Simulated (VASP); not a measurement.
Here is a VASP 6.6.1 calculation.

INCAR

```
ALGO = Normal ; EDIFF = 1E-7
ENCUT = 520 ; GGA = PE
ISIF = 2 ; ISMEAR = 0
LASPH = T ; LCHARG = T
LELF = T ; LREAL = F
LVHAR = T ; LWAVE = F
NBANDS = 12 ; NELM = 100
PREC = Accurate ; SIGMA = 0.05
```

Contents of KPOINTS:

```
k-points
0
Gamma
  10 10 10
```

File POSCAR:

```
LiF
1.0
    0.0000000000      2.1751200000      2.1751200000
    2.1751200000      0.0000000000      2.1751200000
    2.1751200000      2.1751200000      0.0000000000
Li F
1 1
Direct
    0.0000000000      0.0000000000      0.0000000000
    0.5000000000      0.5000000000      0.5000000000
```

Potentials or basis: VASP PAW PBE potentials, release 64 (Li_sv, F).

Run with:

```console
$ cat potpaw_PBE.64/Li_sv/POTCAR potpaw_PBE.64/F/POTCAR > POTCAR
$ mpirun -np 1 vasp_std > vasp.out
```

(1) Estimate the band gap on the k mesh.

## Answers

(1) 7.31 eV, direct.

Caveat: the cell differs from its parent crystal (strain +0.080 along x and y, +0.080 along z).
